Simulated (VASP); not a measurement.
Write the native input for VASP 6.6.1 that does the following.

* Task: single point
* Functional: PBE
* Dispersion: D3(BJ)
* Potentials or basis: VASP PAW PBE potentials, release 64 (Ti_sv, O)
* Cutoff: 520 eV
* k mesh: 9 × 9 × 9
* Occupations: gaussian, width 0.05 eV
* Spin: no spin polarisation
* Hubbard terms: Ti d U = 4.0 eV
* Dipole correction: no
* Further INCAR settings: ALGO = Normal; EDIFF = 1e-07; NBANDS = 19

The structure of TiO2 lies in POSCAR:

```
TiO2
1.0
    1.6093500000      0.9291586557      5.2476666667
   -1.6093500000      0.9291586557      5.2476666667
    0.0000000000     -1.8583173115      5.2476666667
Ti O
1 2
Direct
    0.0000000000      0.0000000000      0.0000000000
    0.6017580785      0.6017580785      0.6017580785
    0.3982419215      0.3982419215      0.3982419215
```

One way to write it, as run:

INCAR

```
ALGO     = Normal         # electronic algorithm
EDIFF    = 1E-7           # SCF threshold, eV
ENCUT    = 520            # plane-wave cutoff, eV
GGA      = PE             # functional
ISIF     = 2              # what is computed and relaxed
ISMEAR   = 0              # smearing method
IVDW     = 12             # dispersion correction
LASPH    = T              # aspherical terms in the spheres
LCHARG   = F              # write CHGCAR
LDAU     = T              # DFT+U
LDAUJ    = 0 0          
LDAUL    = 2 -1           # shell
LDAUPRINT= 1            
LDAUTYPE = 2            
LDAUU    = 4 0            # U, eV
LMAXMIX  = 4              # l up to which the mixer works
LREAL    = F              # projectors in reciprocal space
LWAVE    = F              # write WAVECAR
NBANDS   = 19             # bands
NELM     = 150            # most SCF steps
PREC     = Accurate       # precision mode
SIGMA    = 0.05           # smearing width, eV
```

KPOINTS

```
k-points
0
Gamma
  9 9 9
```

Potentials or basis: VASP PAW PBE potentials, release 64 (Ti_sv, O).

Command:

```bash
$ cat potpaw_PBE.64/Ti_sv/POTCAR potpaw_PBE.64/O/POTCAR > POTCAR
$ mpirun -np 1 vasp_std > vasp.out
```

It gave:

```yaml
Pressure: -22.1 GPa
Largest_force: 1.894 eV/Å
Band_gap_on_the_k_mesh: 2.40 eV, indirect (least direct gap 2.61 eV)
Dispersion_energy_per_atom: -0.156 eV
```

Caveat: forces of over 1 eV/Å act on the atoms, so gaps and moduli don't describe the material at rest.

Wall time 2.8 min on 1 thread of Intel(R) Xeon(R) 6975P-C (Granite Rapids), on a shared host, peak memory 0.3 GiB.
